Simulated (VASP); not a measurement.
Write the native input for VASP 6.6.1 that does the following.

```
Task                   : single point
Functional             : r2SCAN
Potentials or basis    : VASP PAW PBE potentials, release 64 (Si, C)
Cutoff                 : 520 eV
k mesh                 : 12 × 12 × 2
Occupations            : gaussian, width 0.02 eV
Spin                   : no spin polarisation
Dipole correction      : no
Further INCAR settings : ALGO = Normal; EDIFF = 1e-06; NBANDS = 36
```

SiC:

```
CELL_PARAMETERS angstrom
3.04739 0.00000 0.00000
-1.52369 2.63911 0.00000
0.00000 0.00000 14.95387
ATOMIC_POSITIONS crystal
Si 0.00000 0.00000 0.12504
Si 0.00000 0.00000 0.62504
Si 0.33333 0.66667 0.29182
Si 0.66667 0.33333 0.79182
Si 0.33333 0.66667 0.95830
Si 0.66667 0.33333 0.45830
C 0.00000 0.00000 0.99969
C 0.00000 0.00000 0.49969
C 0.33333 0.66667 0.16685
C 0.66667 0.33333 0.66685
C 0.33333 0.66667 0.83332
C 0.66667 0.33333 0.33332
```

These files were run (other wordings do the same):

POSCAR

```
SiC
1.0
    3.0473853494      0.0000000000      0.0000000000
   -1.5236926747      2.6391131277      0.0000000000
    0.0000000000      0.0000000000     14.9538713394
Si C
6 6
Direct
    0.0000000000      0.0000000000      0.1250355593
    0.0000000000      0.0000000000      0.6250355593
    0.3333333333      0.6666666667      0.2918164361
    0.6666666667      0.3333333333      0.7918164361
    0.3333333333      0.6666666667      0.9583009458
    0.6666666667      0.3333333333      0.4583009458
    0.0000000000      0.0000000000     -0.0003142766
    0.0000000000      0.0000000000      0.4996857234
    0.3333333333      0.6666666667      0.1668458293
    0.6666666667      0.3333333333      0.6668458293
    0.3333333333      0.6666666667      0.8333155061
    0.6666666667      0.3333333333      0.3333155061
```

INCAR.step1

```
PREC     = Accurate       # precision mode
ENCUT    = 520            # plane-wave cutoff, eV
ISMEAR   = 0              # smearing method
SIGMA    = 0.02           # smearing width, eV
LREAL    = F              # projectors in reciprocal space
LASPH    = T              # aspherical terms in the spheres
NELM     = 80             # most SCF steps
NBANDS   = 36             # bands
GGA      = PE             # functional
ALGO     = Normal         # electronic algorithm
EDIFF    = 1E-4           # SCF threshold, eV
LWAVE    = T              # write WAVECAR
LCHARG   = F              # write CHGCAR
```

INCAR.step2

```
PREC     = Accurate       # precision mode
ENCUT    = 520            # plane-wave cutoff, eV
EDIFF    = 1E-6           # SCF threshold, eV
ISMEAR   = 0              # smearing method
SIGMA    = 0.02           # smearing width, eV
LREAL    = F              # projectors in reciprocal space
LASPH    = T              # aspherical terms in the spheres
NELM     = 80             # most SCF steps
ALGO     = Normal         # electronic algorithm
ISIF     = 2              # what is computed and relaxed
LWAVE    = F              # write WAVECAR
LCHARG   = F              # write CHGCAR
METAGGA  = R2SCAN         # meta-GGA
LMIXTAU  = T            
NBANDS   = 36             # bands
ISTART   = 1
```

KPOINTS

```
Automatic mesh
0
Gamma
  12 12 2
```

Potentials or basis: VASP PAW PBE potentials, release 64 (Si, C).

The run is started by

```console
$ cat potpaw_PBE.64/Si/POTCAR potpaw_PBE.64/C/POTCAR > POTCAR
$ cp INCAR.step1 INCAR
$ mpirun -np 1 vasp_std > vasp.out
$ cp INCAR.step2 INCAR
$ mpirun -np 1 vasp_std > vasp.out
```

It gave:

| Item | Value |
| --- | --- |
| Pressure | 7.1 GPa |
| Largest force | 0.007 eV/Å |
| Band gap on the k mesh | 2.40 eV (least direct gap 3.56 eV) |

Caveat: the cell stands under pressure; the PAW data sets were made with another functional, which shifts forces and pressure a little.

Wall time 4.8 min on 1 thread of Intel(R) Xeon(R) 6975P-C (Granite Rapids), with other jobs on the host, peak memory 0.31 GiB.
